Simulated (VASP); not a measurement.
# MoS2 (P6_3/mmc) in VASP: single point with PBE+D3(BJ)

Aim: the single point of MoS2 with PBE+D3(BJ).

All numbers are computed with VASP 6.6.1; they aren't measurements. Logs are shortened: lines on timing, memory, paths and dates and some standing lists are left out, and cuts for length are marked.

**Measured values to compare with.**

From “Multiwavelength excitation Raman Scattering Analysis of bulk and 2 dimensional MoS2: Vibrational properties of atomically thin MoS2 layers”, 2015, arxiv:1506.03228, for a bulk crystal of MoS2 at 300 K: band gap 1.3 eV (indirect).

How close the calculation comes is told below.

## 1. The cell of the first run

Symmetry: P6_3/mmc, No. 194, hexagonal system. The conventional cell has a = 3.149 Å, b = 3.149 Å, c = 12.089 Å, α = 90.00°, β = 90.00°, γ = 120.00°. Within 3.2 Å of Mo (site symmetry -6m2) lie 6 S at 2.40 Å and 6 Mo at 3.15 Å. S (site symmetry 3m) has 3 Mo at 2.40 Å and 7 S at 3.13 to 3.15 Å within 3.2 Å.

## 2. Single point, PBE+D3(BJ)

INCAR reads:

```
PREC = Accurate
ENCUT = 520
EDIFF = 1E-6
ISMEAR = 0
SIGMA = 0.02
LREAL = F
LASPH = T
NELM = 60
ALGO = Normal
ISIF = 2
LWAVE = F
LCHARG = F
GGA = PE
IVDW = 12
NBANDS = 35
```

KPOINTS reads:

```
Automatic mesh
0
Gamma
  12 12 4
```

POSCAR reads:

```
MoS2
1.0
    3.1492366388      0.0000000000      0.0000000000
   -1.5746183194      2.7273189318      0.0000000000
    0.0000000000      0.0000000000     12.0888111264
Mo S
2 4
Direct
    0.3333333333      0.6666666667      0.2500000000
    0.6666666667      0.3333333333      0.7500000000
    0.3333333333      0.6666666667      0.6204745381
    0.6666666667      0.3333333333      0.1204745381
    0.3333333333      0.6666666667      0.8795254619
    0.6666666667      0.3333333333      0.3795254619
```

Potentials or basis: VASP PAW PBE potentials, release 64 (Mo_sv, S).

Command:

```console
$ cat potpaw_PBE.64/Mo_sv/POTCAR potpaw_PBE.64/S/POTCAR > POTCAR
$ mpirun -np 1 vasp_std > vasp.out
```

OUTCAR:

```text
PREC = Accurate
   ENCUT = 520
   EDIFF = 1E-6
   ISMEAR = 0
   LREAL = F
   LASPH = T
   NELM = 60
   ISIF = 2
   GGA = PE
   IVDW = 12
 IVDW          = 12

 ion  position               nearest neighbor table
   1  0.333  0.667  0.250-   4 2.40   6 2.40   4 2.40   6 2.40   4 2.40   6 2.40
   2  0.667  0.333  0.750-   3 2.40   5 2.40   3 2.40   5 2.40   3 2.40   5 2.40
   3  0.333  0.667  0.620-   2 2.40   2 2.40   2 2.40
   4  0.667  0.333  0.120-   1 2.40   1 2.40   1 2.40
   5  0.333  0.667  0.880-   2 2.40   2 2.40   2 2.40
   6  0.667  0.333  0.380-   1 2.40   1 2.40   1 2.40

  LATTYP: Found a hexagonal cell.
 ALAT       =     3.1492366388
 C/A-ratio  =     3.8386480639

  Lattice vectors:

 A1 = (   3.1492366388,   0.0000000000,   0.0000000000)
 A2 = (  -1.5746183194,   2.7273189318,   0.0000000000)
 A3 = (   0.0000000000,   0.0000000000,  12.0888111264)

Analysis of symmetry for initial positions (statically):
=====================================================================
 Subroutine PRICEL returns:
 Original cell was already a primitive cell.

 Routine SETGRP: Setting up the symmetry group for a
 hexagonal supercell.

 Subroutine GETGRP returns: Found 24 space group operations
 (whereof 12 operations were pure point group operations)
 out of a pool of 24 trial point group operations.

The static configuration has the point symmetry D_3d.
 The point group associated with its full space group is D_6h.

Analysis of symmetry for dynamics (positions and initial velocities):
=====================================================================
 Subroutine PRICEL returns:
 Original cell was already a primitive cell.

 Routine SETGRP: Setting up the symmetry group for a
 hexagonal supercell.

 Subroutine GETGRP returns: Found 24 space group operations
 (whereof 12 operations were pure point group operations)
 out of a pool of 24 trial point group operations.

The dynamic configuration has the point symmetry D_3d.
 The point group associated with its full space group is D_6h.

 Subroutine INISYM returns: Found 24 space group operations
 (whereof 12 operations are pure point group operations),
 and found     1 'primitive' translations

----------------------------------------------------------------------------------------

                                     Primitive cell

  volume of cell :     103.8305

  direct lattice vectors                    reciprocal lattice vectors
     3.149236639  0.000000000  0.000000000     0.317537268  0.183330227  0.000000000
    -1.574618319  2.727318932  0.000000000     0.000000000  0.366660455  0.000000000
     0.000000000  0.000000000 12.088811126     0.000000000  0.000000000  0.082721120

  length of vectors
     3.149236639  3.149236639 12.088811126     0.366660455  0.366660455  0.082721120

  position of ions in fractional coordinates (direct lattice)
     0.333333333  0.666666667  0.250000000
     0.666666667  0.333333333  0.750000000
     0.333333333  0.666666667  0.620474538
     0.666666667  0.333333333  0.120474538
     0.333333333  0.666666667  0.879525462
     0.666666667  0.333333333  0.379525462

  ion indices of the primitive-cell ions
   primitive index   ion index
                 1           1
                 2           2
                 3           3
                 4           4
                 5           5
                 6           6

----------------------------------------------------------------------------------------

 KPOINTS: Automatic mesh

Automatic generation of k-mesh.
 Grid dimensions read from file:
 generate k-points for:   12   12    4

 Generating k-lattice:

  Cartesian coordinates                     Fractional coordinates (reciprocal lattice)
     0.026461439  0.015277519  0.000000000     0.083333333  0.000000000  0.000000000
     0.000000000  0.030555038  0.000000000     0.000000000  0.083333333  0.000000000
     0.000000000  0.000000000  0.020680280     0.000000000  0.000000000  0.250000000

  Length of vectors
     0.030555038  0.030555038  0.020680280

  Shift w.r.t. Gamma in fractional coordinates (k-lattice)
     0.000000000  0.000000000  0.000000000

 Subroutine IBZKPT returns following result:
 ===========================================

 Found     57 irreducible k-points:

 Following reciprocal coordinates:
            Coordinates               Weight
  0.000000  0.000000  0.000000      1.000000
  0.083333 -0.000000  0.000000      6.000000
  0.166667  0.000000  0.000000      6.000000
  0.250000 -0.000000  0.000000      6.000000
  0.333333 -0.000000  0.000000      6.000000
  0.416667 -0.000000  0.000000      6.000000
[... 16 lines left out ...]
  0.250000 -0.000000  0.250000     12.000000
  0.333333 -0.000000  0.250000     12.000000
 [... further k-points ...]
   k-points           NKPTS =     57   k-points in BZ     NKDIM =     57   number of bands    NBANDS=     35
   number of dos      NEDOS =    301   number of ions     NIONS =      6
   total plane-waves  NPLWV =  51840
   dimension x,y,z NGX =    24 NGY =   24 NGZ =   90
   dimension x,y,z NGXF=    48 NGYF=   48 NGZF=  180
   ions per type =               2   4
   NGX,Y,Z   is equivalent  to a cutoff of  12.67, 12.67, 12.38 a.u.
   NGXF,Y,Z  is equivalent  to a cutoff of  25.34, 25.34, 24.75 a.u.
 SYSTEM =  unknown system
   PREC   = accura    normal or accurate (medium, high low for compatibility)
   ISTART =      0    job   : 0-new  1-cont  2-samecut
   ICHARG =      2    charge: 1-file 2-atom 10-const
   ISPIN  =      1    spin polarized calculation?
   LNONCOLLINEAR =      F non collinear calculations
   LSORBIT =      F    spin-orbit coupling
   LASPH  =      T    aspherical Exc in radial PAW
   ENCUT  =  520.0 eV  38.22 Ry    6.18 a.u.   5.86  5.86 22.48*2*pi/ulx,y,z
   NELM   =     60;   NELMIN=  2; NELMDL= -5     # of ELM steps
   EDIFF  = 0.1E-05   stopping-criterion for ELM
   LREAL  =      F    real-space projection
   EDIFFG = 0.1E-04   stopping-criterion for IOM
   NSW    =      0    number of steps for IOM
   IBRION =     -1    ionic relax: 0-MD 1-quasi-New 2-CG
   NFREE  =      0    steps in history (QN), initial steepest desc. (CG)
   ISIF   =      2    stress and relaxation
   ISYM   =      2    0-nonsym 1-usesym 2-fastsym
   POTIM  = 0.5000    time-step for ionic-motion
   TEBEG  =    0.0;   TEEND  =   0.0 temperature during run
   PSTRESS=    0.0 pullay stress
   NELECT =      52.0000    total number of electrons
   NUPDOWN=      -1.0000    fix difference up-down
   EMIN   =  10.00;   EMAX   =-10.00  energy-range for DOS
   EFERMI =   0.00;   METHOD = LEGACY
   ISMEAR =     0;   SIGMA  =   0.02  broadening in eV -4-tet -1-fermi 0-gaus
   EFERMI_NEDOS =   21; number of points for ismear=-14 and -15
   IALGO  =     38    algorithm
   IMIX   =      4    mixing-type and parameters
     AMIX     =   0.40;   BMIX     =  1.00
     AMIX_MAG =   1.60;   BMIX_MAG =  1.00
  volume/ion in A,a.u.               =      17.31       116.78
  Fermi-wavevector in a.u.,A,eV,Ry     =   1.300073  2.456781 22.996422  1.690189
  Thomas-Fermi vector in A             =   2.431295
   LORBIT       =      0    0 simple, 1 ext, 2 COOP (PROOUT), +10 PAW based schemes
   GGA     = PE    functional components
   LHFCALC =     F    Hartree Fock is set to
   AEXX    =    0.0000 exact exchange contribution
   IVDW    =    12    specifies the selected vdW correction
   LEPSILON=     F    determine dielectric tensor
   LRPA    =     F    only Hartree local field effects (RPA)
 non-spin polarized calculation
 Gauss-broadening in eV      SIGMA  =   0.02
  energy-cutoff  :      520.00
  volume of cell :      103.83
 maximum number of plane-waves:      2820
 NGX is ok and might be reduce to    24
   NGX = 11   NGY = 11   NGZ = 45

 number of electron      52.0000003 magnetization

 Free energy of the ion-electron system (eV)
  ---------------------------------------------------
  ext. energy  EPLUGINS =         0.00000000
  ---------------------------------------------------
  free energy    TOTEN  =       -43.54488481 eV

  energy without entropy =      -43.54488481  energy(sigma->0) =      -43.54488481

 E-fermi :   8.0592     XC(G=0): -11.0157

 val. band max:        7.9492692215   @ k =   0.0000   0.0000   0.0000
 cond. band min:       8.7488389443   @ k =   0.1667   0.1667   0.0000
 fundamental gap:      0.7995697227
 Fermi energy:         8.0591887916

 k-point     1 :       0.0000    0.0000    0.0000
  band No.  band energies     occupation
      1     -53.5888      2.00000
      2     -53.5888      2.00000
      3     -27.7527      2.00000
      4     -27.7525      2.00000
      5     -27.5111      2.00000
      6     -27.5111      2.00000
[... 27 lines left out ...]
     34      10.4036      0.00000
     35      13.5885      0.00000

 k-point     2 :       0.0833   -0.0000    0.0000
  band No.  band energies     occupation
      1     -53.5860      2.00000
      2     -53.5860      2.00000
      3     -27.7471      2.00000
      4     -27.7470      2.00000
      5     -27.5396      2.00000
      6     -27.5396      2.00000
[... 27 lines left out ...]
     34      10.2978      0.00000
     35      14.0870      0.00000

 k-point     3 :       0.1667    0.0000    0.0000
  band No.  band energies     occupation
      1     -53.5781      2.00000
      2     -53.5781      2.00000
      3     -27.7317      2.00000
      4     -27.7316      2.00000
      5     -27.6168      2.00000
      6     -27.6168      2.00000
[... 27 lines left out ...]
     34      10.7486      0.00000
     35      15.1055      0.00000

 k-point     4 :       0.2500   -0.0000    0.0000
  band No.  band energies     occupation
      1     -53.5673      2.00000
      2     -53.5673      2.00000
      3     -27.7208      2.00000
      4     -27.7208      2.00000
      5     -27.7107      2.00000
      6     -27.7106      2.00000
[... 27 lines left out ...]
     34      11.2331      0.00000
     35      15.3854      0.00000

 k-point     5 :       0.3333   -0.0000    0.0000
  band No.  band energies     occupation
      1     -53.5565      2.00000
      2     -53.5565      2.00000
      3     -27.8232      2.00000
      4     -27.8232      2.00000
      5     -27.6896      2.00000
      6     -27.6895      2.00000
[... 638 lines left out ...]
 k-point    22 :       0.1667    0.0000    0.2500
  band No.  band energies     occupation
      1     -53.5781      2.00000
      2     -53.5781      2.00000
      3     -27.7317      2.00000
      4     -27.7316      2.00000
      5     -27.6168      2.00000
      6     -27.6168      2.00000
[... 27 lines left out ...]
     34      10.7305      0.00000
     35      15.1423      0.00000

 k-point    23 :       0.2500   -0.0000    0.2500
  band No.  band energies     occupation
      1     -53.5673      2.00000
      2     -53.5673      2.00000
      3     -27.7208      2.00000
      4     -27.7208      2.00000
      5     -27.7107      2.00000
      6     -27.7106      2.00000
[... 27 lines left out ...]
     34      11.1961      0.00000
     35      15.3059      0.00000

 k-point    24 :       0.3333   -0.0000    0.2500
  band No.  band energies     occupation
      1     -53.5565      2.00000
      2     -53.5565      2.00000
      3     -27.8232      2.00000
      4     -27.8232      2.00000
      5     -27.6896      2.00000
      6     -27.6896      2.00000
[... 27 lines left out ...]
     34      11.5380      0.00000
     35      14.5187      0.00000

 [... further k-points ...]

------------------------ aborting loop because EDIFF is reached ----------------------------------------

 Edisp (eV)   -2.62550

 E8    (eV) :    -1.0586

  FORCE on cell =-STRESS in cart. coord.  units (eV):
  Direction    XX          YY          ZZ          XY          YZ          ZX
  --------------------------------------------------------------------------------------
  -------------------------------------------------------------------------------------
  Total      -0.07730    -0.07730    -0.11713    -0.00000    -0.00000     0.00000
  in kB      -1.19278    -1.19278    -1.80738    -0.00000    -0.00000     0.00000
  external pressure =       -1.40 kB  Pullay stress =        0.00 kB

 VOLUME and BASIS-vectors are now :
 -----------------------------------------------------------------------------
  energy-cutoff  :      520.00
  volume of cell :      103.83
      direct lattice vectors                 reciprocal lattice vectors
     3.149236639  0.000000000  0.000000000     0.317537268  0.183330227  0.000000000
    -1.574618319  2.727318932  0.000000000     0.000000000  0.366660455  0.000000000
     0.000000000  0.000000000 12.088811126     0.000000000  0.000000000  0.082721120

 POSITION                                       TOTAL-FORCE (eV/Angst)
 -----------------------------------------------------------------------------------
     -0.00000      1.81821      3.02220        -0.000000     -0.000000     -0.000000
      1.57462      0.90911      9.06661        -0.000000      0.000000     -0.000000
     -0.00000      1.81821      7.50080         0.000000     -0.000000      0.012689
      1.57462      0.90911      1.45639        -0.000000      0.000000      0.012689
     -0.00000      1.81821     10.63242         0.000000      0.000000     -0.012689
      1.57462      0.90911      4.58801        -0.000000      0.000000     -0.012689
 -----------------------------------------------------------------------------------
    total drift:                               -0.000000      0.000000     -0.000000

  FREE ENERGIE OF THE ION-ELECTRON SYSTEM (eV)
  ---------------------------------------------------
  free  energy   TOTEN  =       -46.1703828788 eV

  energy  without entropy=      -46.1703828788  energy(sigma->0) =      -46.17038288
```

It took 2.7 min on 1 thread of Intel Xeon Platinum 8259CL at 2.50GHz (Skylake/Cascade Lake), shared host; peak memory 0.32 GiB.

What came out:

```
Free energy                : -46.1704 eV
Pressure                   : -0.1 GPa
Largest force              : 0.013 eV/Å
Band gap on the k mesh     : 0.80 eV (least direct gap 1.70 eV)
Dispersion energy per atom : -0.438 eV
```

Forces in eV/Å, atoms in the order of the input:
```
Mo   0.000  0.000  0.000
Mo   0.000  0.000  0.000
S    0.000  0.000  0.013
S    0.000  0.000  0.013
S    0.000  0.000 -0.013
S    0.000  0.000 -0.013
```

Levels at points of the mesh, in eV from the valence-band top:
```tsv
k point	band 24	band 25	band 26	band 27	band 28	band 29
(0.00, 0.00, 0.00)	-1.27	-1.11	0.00	2.09	2.09	2.13
(0.50, 0.00, 0.00)	-1.52	-1.49	-1.33	1.62	1.68	1.99
(0.00, 0.00, 0.50)	-2.18	-0.26	-0.26	2.10	2.10	2.10
(0.50, 0.00, 0.50)	-1.65	-1.40	-1.40	1.65	1.65	2.17
```

## 3. How close it comes

Step 2. Measured gap of MoS2: 1.3 eV (indirect; 300 K; “Multiwavelength excitation Raman Scattering Analysis of bulk and 2 dimensional MoS2: Vibrational properties of atomically thin MoS2 layers”, 2015, arxiv:1506.03228). This calculation gives 0.80 eV (-0.50 eV). Spin-orbit coupling on Mo is left out. The value is that of PBE+D3(BJ) on a finite k mesh, which can miss the band edges, without temperature or zero-point motion. Semilocal functionals fall short of measured gaps as a rule.
